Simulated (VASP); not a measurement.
# Lu: single point with r2SCAN

The system is Lu.

```
Lu
1.0
     3.50482    0.00000    0.00000
    -1.75241    3.03526    0.00000
     0.00000    0.00000    5.46968
Lu
2
Direct
  0.33333 0.66667 0.25000
  0.66667 0.33333 0.75000
```

```yaml
Program: VASP 6.6.1
Task: single point
Functional: r2SCAN
Potentials_or_basis: VASP PAW PBE potentials, release 64 (Lu)
Cutoff: 520 eV
k_mesh: 4 × 4 × 2
Occupations: fermi-dirac, width 0.1 eV
Spin: no spin polarisation
```

The pressure is 1.0 GPa and the band gap on the k mesh is zero (band 25 reaches 3.53 eV, above the bottom of band 26 at 1.72 eV).

Stress tensor (GPa, compression positive):
```
0.24 0.00 0.00
0.00 0.24 0.00
0.00 0.00 2.54
```

Levels at points of the mesh, in eV from the Fermi level:
```
           k point  band 22  band 23  band 24  band 25  band 26  band 27
(0.00, 0.00, 0.00)    -5.14    -5.14    -2.49     0.45     2.35     2.35
(0.50, 0.00, 0.00)    -5.14    -2.48    -1.52    -0.94    -0.52     1.63
(0.00, 0.00, 0.50)    -5.14    -4.63    -4.63     1.27     1.27     2.26
(0.50, 0.00, 0.50)    -5.16    -2.21    -2.21    -0.01    -0.01     1.37
```

It took 39 s on 1 thread of Intel(R) Xeon(R) 6975P-C (Granite Rapids), on a shared host, peak memory 0.19 GiB.

Caveat: the k points lie up to 0.57 Å⁻¹ apart; the PAW data sets were made with another functional, which shifts forces and pressure a little; spin-orbit coupling is left out, which moves the levels of the heavy elements.
